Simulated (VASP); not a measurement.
Here is a VASP 6.6.1 calculation.

Contents of INCAR:

```
ALGO = Normal
EDIFF = 1E-6
ENCUT = 520
ISIF = 2
ISMEAR = 1
LASPH = T
LCHARG = F
LREAL = F
LWAVE = F
NBANDS = 12
NELM = 100
PREC = Accurate
SIGMA = 0.1
```

File KPOINTS:

```
k-points
0
Gamma
  14 14 14
```

File POSCAR:

```
Cu
1.0
    0.0000000000      1.8487274876      1.8487274876
    1.8487274876      0.0000000000      1.8487274876
    1.8487274876      1.8487274876      0.0000000000
Cu
1
Direct
    0.0000000000      0.0000000000      0.0000000000
```

Potentials or basis: VASP PAW LDA potentials, release 64 (Cu).

Command:

```bash
$ cat potpaw_LDA.64/Cu/POTCAR > POTCAR
$ mpirun -np 1 vasp_std > vasp.out
```

**Question.** Predict the pressure.

**Answer.** -18.6 GPa.
